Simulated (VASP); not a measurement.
# BP: single point with r2SCAN

Crystal: BP.

```
B P
1.0
     0.00000    2.26832    2.26832
     2.26832    0.00000    2.26832
     2.26832    2.26832    0.00000
B P
1 1
Direct
  0.00000 0.00000 0.00000
  0.25000 0.25000 0.25000
```

```json
{
  "Program": "VASP 6.6.1",
  "Task": "single point",
  "Functional": "r2SCAN",
  "Potentials or basis": "VASP PAW PBE potentials, release 64 (B, P)",
  "Cutoff": "520 eV",
  "k mesh": "10 × 10 × 10",
  "Occupations": "gaussian, width 0.01 eV",
  "Spin": "no spin polarisation",
  "Dipole correction": "no",
  "Further INCAR settings": "ALGO = Normal; EDIFF = 1e-06; NBANDS = 11"
}
```

The pressure is -0.5 GPa and the band gap on the k mesh is 1.45 eV, indirect (least direct gap 3.64 eV).

Levels at points of the mesh, in eV from the valence-band top:
| k point | band 2 | band 3 | band 4 | band 5 | band 6 | band 7 |
| --- | --- | --- | --- | --- | --- | --- |
| (0.00, 0.00, 0.00) | 0.00 | 0.00 | 0.00 | 3.64 | 3.64 | 3.64 |
| (0.50, 0.00, 0.00) | -9.51 | -1.87 | -1.87 | 4.14 | 5.03 | 5.03 |
| (0.50, 0.50, 0.00) | -9.13 | -4.35 | -4.35 | 1.54 | 1.91 | 13.07 |

Wall time 15 s on 1 thread of Intel Xeon 6975P-C, on a shared host, peak memory 0.14 GiB.

Caveat: the PAW data sets were made with another functional, which shifts forces and pressure a little. A k mesh can miss the band edges.
